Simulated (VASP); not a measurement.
# Tl in VASP: notebook, part 2 of 3

VASP 6.6.1. The steps go on from the part before.

### Step 4. Electric field gradients, LDA (volume scaled by 0.98)

INCAR reads:

```
ALGO     = Normal         # electronic algorithm
EDIFF    = 1E-8           # SCF threshold, eV
ENCUT    = 520            # plane-wave cutoff, eV
GGA      = CA             # functional
ISIF     = 2              # what is computed and relaxed
ISMEAR   = -1             # smearing method
LASPH    = T              # aspherical terms in the spheres
LCHARG   = F              # write CHGCAR
LEFG     = T            
LREAL    = F              # projectors in reciprocal space
LWAVE    = F              # write WAVECAR
NBANDS   = 20             # bands
NELM     = 100            # most SCF steps
PREC     = Accurate       # precision mode
SIGMA    = 0.05           # smearing width, eV
```

KPOINTS reads:

```
k-points
0
Gamma
  11 11 6
```

POSCAR reads:

```
Tl
1.0
    3.4328030378      0.0000000000      0.0000000000
   -1.7164015189      2.9728946369      0.0000000000
    0.0000000000      0.0000000000      5.4879183458
Tl
2
Direct
    0.3333333333      0.6666666667      0.2500000000
    0.6666666667      0.3333333333      0.7500000000
```

Potentials or basis: VASP PAW LDA potentials, release 64 (Tl_d).

Command:

```
$ cat potpaw_LDA.64/Tl_d/POTCAR > POTCAR
$ mpirun -np 1 vasp_std > vasp.out
```

OUTCAR:

```text
EDIFF = 1E-8
   ENCUT = 520
   GGA = CA
   ISIF = 2
   ISMEAR = -1
   LASPH = T
   LREAL = F
   NELM = 100
   PREC = Accurate

 ion  position               nearest neighbor table
   1  0.333  0.667  0.250-   2 3.38   2 3.38   2 3.38   2 3.38   2 3.38   2 3.38
   2  0.667  0.333  0.750-   1 3.38   1 3.38   1 3.38   1 3.38   1 3.38   1 3.38

  LATTYP: Found a hexagonal cell.
 ALAT       =     3.4328030378
 C/A-ratio  =     1.5986697417

  Lattice vectors:

 A1 = (   3.4328030378,   0.0000000000,   0.0000000000)
 A2 = (  -1.7164015189,   2.9728946369,   0.0000000000)
 A3 = (   0.0000000000,   0.0000000000,   5.4879183458)

Analysis of symmetry for initial positions (statically):
=====================================================================
 Subroutine PRICEL returns:
 Original cell was already a primitive cell.

 Routine SETGRP: Setting up the symmetry group for a
[... 743 lines left out ...]
  energy-cutoff  :      520.00
  volume of cell :       56.01
      direct lattice vectors                 reciprocal lattice vectors
     3.432803038  0.000000000  0.000000000     0.291307130  0.168186250  0.000000000
    -1.716401519  2.972894637  0.000000000     0.000000000  0.336372500  0.000000000
     0.000000000  0.000000000  5.487918346     0.000000000  0.000000000  0.182218455

 POSITION                                       TOTAL-FORCE (eV/Angst)
 -----------------------------------------------------------------------------------
     -0.00000      1.98193      1.37198         0.000000      0.000000      0.000000
      1.71640      0.99096      4.11594        -0.000000     -0.000000      0.000000
 -----------------------------------------------------------------------------------
    total drift:                                0.000000     -0.000000      0.000000

  FREE ENERGIE OF THE ION-ELECTRON SYSTEM (eV)
  ---------------------------------------------------
  free  energy   TOTEN  =        -5.8744101490 eV

  energy  without entropy=       -5.8650717638  energy(sigma->0) =       -5.86974096

 Electric field gradients (V/A^2)
---------------------------------------------------------------------
 ion       V_xx      V_yy      V_zz      V_xy      V_xz      V_yz
---------------------------------------------------------------------
   1      12.088    12.087   -24.174    -0.001     0.000    -0.000
   2      12.088    12.087   -24.174    -0.001    -0.000     0.000
---------------------------------------------------------------------

 Electric field gradients after diagonalization (V/A^2)
 (convention: |V_zz| > |V_xx| > |V_yy|)
----------------------------------------------------------------------
 ion       V_xx      V_yy      V_zz     asymmetry (V_yy - V_xx)/ V_zz
----------------------------------------------------------------------
   1      12.088    12.087   -24.174       0.000
   2      12.088    12.087   -24.174       0.000
----------------------------------------------------------------------

           NMR quadrupolar parameters

 Cq : quadrupolar parameter    Cq=e*Q*V_zz/h
 eta: asymmetry parameters     (V_yy - V_xx)/ V_zz
 Q  : nuclear electric quadrupole moment in mb (millibarn)
----------------------------------------------------------------------
 ion       Cq(MHz)       eta       Q (mb)
----------------------------------------------------------------------
   1      -0.058       0.000       1.000
   2      -0.058       0.000       1.000
----------------------------------------------------------------------
```

Run time: 22 s. Hardware: 1 thread of Intel Xeon 6975P-C (Granite Rapids), shared host; peak memory 0.18 GiB.

Results:

```
Free energy            : -5.8744 eV
Pressure               : -1.0 GPa
Band gap on the k mesh : zero (band 13 reaches 10.08 eV, above the bottom of band 14 at 4.30 eV)
```

Stress tensor (GPa, compression positive):
```
-1.08  0.00  0.00
 0.00 -1.08  0.00
 0.00  0.00 -0.91
```

Levels at points of the mesh, in eV from the Fermi level:
| k point | band 11 | band 12 | band 13 | band 14 | band 15 | band 16 |
| --- | --- | --- | --- | --- | --- | --- |
| (0.00, 0.00, 0.00) | -10.16 | -5.07 | -2.89 | 8.10 | 8.10 | 10.24 |
| (0.00, 0.00, 0.50) | -8.69 | -8.69 | 3.46 | 3.46 | 9.10 | 9.10 |

Electric field gradients, principal values (V/Å²):
| atom | least | middle | greatest (by size) |
| --- | --- | --- | --- |
| 1 Tl | 12.087 | 12.088 | -24.174 |
| 2 Tl | 12.087 | 12.088 | -24.174 |

Caveat: without QUAD_EFG the Cq values of the log hold for a quadrupole moment of 1 mb, not for the nuclei; spin-orbit coupling is left out, which moves the levels of the heavy elements.

### Step 5. Electric field gradients, LDA (volume scaled by 0.99)

INCAR reads:

```
SYSTEM = Tl
PREC = Accurate ; ENCUT = 520
EDIFF = 1E-8 ; ISMEAR = -1
SIGMA = 0.05 ; LREAL = .False.
LASPH = .True. ; NELM = 80
ALGO = Normal ; ISIF = 2
LWAVE = .False. ; LCHARG = .False.
LEFG = .True. ; NBANDS = 20
```

KPOINTS reads:

```
Automatic mesh
0
Gamma
  11 11 6
  0 0 0
```

POSCAR reads:

```
Tl
1.0
    3.4444397472      0.0000000000      0.0000000000
   -1.7222198737      2.9829723229      0.0000000000
    0.0000000000      0.0000000000      5.5065216011
Tl
2
Direct
    0.3333333333      0.6666666667      0.2500000000
    0.6666666667      0.3333333333      0.7500000000
```

Potentials or basis: VASP PAW LDA potentials, release 64 (Tl_d).

Command:

```
$ cat potpaw_LDA.64/Tl_d/POTCAR > POTCAR
$ mpirun -np 1 vasp_std > vasp.out
```

OUTCAR:

```text
SYSTEM = Tl
   PREC = Accurate
   ENCUT = 520
   EDIFF = 1E-8
   ISMEAR = -1
   LREAL = .False.
   LASPH = .True.
   NELM = 80
   ISIF = 2

 ion  position               nearest neighbor table
   1  0.333  0.667  0.250-   2 3.40   2 3.40   2 3.40   2 3.40   2 3.40   2 3.40
   2  0.667  0.333  0.750-   1 3.40   1 3.40   1 3.40   1 3.40   1 3.40   1 3.40

  LATTYP: Found a hexagonal cell.
 ALAT       =     3.4444397472
 C/A-ratio  =     1.5986697417

  Lattice vectors:

 A1 = (   3.4444397472,   0.0000000000,   0.0000000000)
 A2 = (  -1.7222198737,   2.9829723229,   0.0000000000)
 A3 = (   0.0000000000,   0.0000000000,   5.5065216011)

Analysis of symmetry for initial positions (statically):
=====================================================================
 Subroutine PRICEL returns:
 Original cell was already a primitive cell.

 Routine SETGRP: Setting up the symmetry group for a
 hexagonal supercell.

 Subroutine GETGRP returns: Found 24 space group operations
 (whereof 12 operations were pure point group operations)
 out of a pool of 24 trial point group operations.

The static configuration has the point symmetry D_3d.
 The point group associated with its full space group is D_6h.

Analysis of symmetry for dynamics (positions and initial velocities):
=====================================================================
 Subroutine PRICEL returns:
 Original cell was already a primitive cell.

 Routine SETGRP: Setting up the symmetry group for a
 hexagonal supercell.

 Subroutine GETGRP returns: Found 24 space group operations
 (whereof 12 operations were pure point group operations)
 out of a pool of 24 trial point group operations.

The dynamic configuration has the point symmetry D_3d.
 The point group associated with its full space group is D_6h.
[... 150 lines left out ...]
 cond. band min:       6.3666349020   @ k =   0.2727   0.1818   0.5000
 fundamental gap:      0.0434560053
 Fermi energy:         6.3528937008

 k-point     1 :       0.0000    0.0000    0.0000
  band No.  band energies     occupation
      1      -5.3831      2.00000
      2      -5.1381      2.00000
      3      -5.1190      2.00000
      4      -5.1190      2.00000
      5      -5.0632      2.00000
      6      -5.0632      2.00000
[... 541 lines left out ...]
     19      16.6031      0.00000
     20      17.4588      0.00000

 [... further k-points ...]
[... 5 lines left out ...]
  --------------------------------------------------------------------------------------
  -------------------------------------------------------------------------------------
  Total       -0.5022530     -0.5022530     -0.4710170      0.0000000      0.0000000      0.0000000
  in kB      -14.2228925    -14.2228925    -13.3383462      0.0000000      0.0000000      0.0000000
  external PRESSURE =     -13.9280437 kB  Pullay stress =       0.0000000 kB

 VOLUME and BASIS-vectors are now :
 -----------------------------------------------------------------------------
  energy-cutoff  :      520.00
  volume of cell :       56.58
      direct lattice vectors                 reciprocal lattice vectors
     3.444439747  0.000000000  0.000000000     0.290322977  0.167618049  0.000000000
    -1.722219874  2.982972323  0.000000000     0.000000000  0.335236097  0.000000000
     0.000000000  0.000000000  5.506521601     0.000000000  0.000000000  0.181602847

 POSITION                                       TOTAL-FORCE (eV/Angst)
 -----------------------------------------------------------------------------------
     -0.00000      1.98865      1.37663        -0.000000      0.000000      0.000000
      1.72222      0.99432      4.12989         0.000000      0.000000      0.000000
 -----------------------------------------------------------------------------------
    total drift:                               -0.000000      0.000000      0.000000

  FREE ENERGIE OF THE ION-ELECTRON SYSTEM (eV)
  ---------------------------------------------------
  free  energy   TOTEN  =        -5.8704197619 eV

  energy  without entropy=       -5.8610157929  energy(sigma->0) =       -5.86571778

 Electric field gradients (V/A^2)
---------------------------------------------------------------------
 ion       V_xx      V_yy      V_zz      V_xy      V_xz      V_yz
---------------------------------------------------------------------
   1      11.794    11.793   -23.587    -0.000     0.000    -0.000
   2      11.794    11.793   -23.587    -0.000    -0.000     0.000
---------------------------------------------------------------------

 Electric field gradients after diagonalization (V/A^2)
 (convention: |V_zz| > |V_xx| > |V_yy|)
----------------------------------------------------------------------
 ion       V_xx      V_yy      V_zz     asymmetry (V_yy - V_xx)/ V_zz
----------------------------------------------------------------------
   1      11.794    11.793   -23.587       0.000
   2      11.794    11.793   -23.587       0.000
----------------------------------------------------------------------

           NMR quadrupolar parameters

 Cq : quadrupolar parameter    Cq=e*Q*V_zz/h
 eta: asymmetry parameters     (V_yy - V_xx)/ V_zz
 Q  : nuclear electric quadrupole moment in mb (millibarn)
----------------------------------------------------------------------
 ion       Cq(MHz)       eta       Q (mb)
----------------------------------------------------------------------
   1      -0.057       0.000       1.000
   2      -0.057       0.000       1.000
----------------------------------------------------------------------
```

stdout:

```text
POSCAR found type information on POSCAR Tl
 POSCAR found :  1 types and       2 ions
 scaLAPACK will be used
 LDA part: xc-table for (Slater(with rela. corr.)+CA(PZ))
 , standard interpolation
 POSCAR, INCAR and KPOINTS ok, starting setup
 FFT: planning ... GRIDC
 FFT: planning ... GRID_SOFT
 FFT: planning ... GRID
 WAVECAR not read
 entering main loop
ion   1

ion   2
```

It took 21 s on 1 thread of Intel Xeon 6975P-C (Granite Rapids), shared host; peak memory 0.18 GiB.

Results:

```
Free energy            : -5.8704 eV
Pressure               : -1.4 GPa
Band gap on the k mesh : zero (band 13 reaches 9.93 eV, above the bottom of band 14 at 4.22 eV)
```

Levels at points of the mesh, in eV from the Fermi level:
```csv
k point,band 11,band 12,band 13,band 14,band 15,band 16
"(0.00, 0.00, 0.00)",-10.09,-5.07,-2.85,8.03,8.03,10.15
"(0.00, 0.00, 0.50)",-8.64,-8.64,3.42,3.42,9.02,9.02
```

Electric field gradients, principal values (V/Å²):
```csv
atom,least,middle,greatest (by size)
1 Tl,11.793,11.794,-23.587
2 Tl,11.793,11.794,-23.587
```

Caveat: without QUAD_EFG the Cq values of the log hold for a quadrupole moment of 1 mb, not for the nuclei; spin-orbit coupling is left out, which moves the levels of the heavy elements.

(Continued in part 3 of 3.)
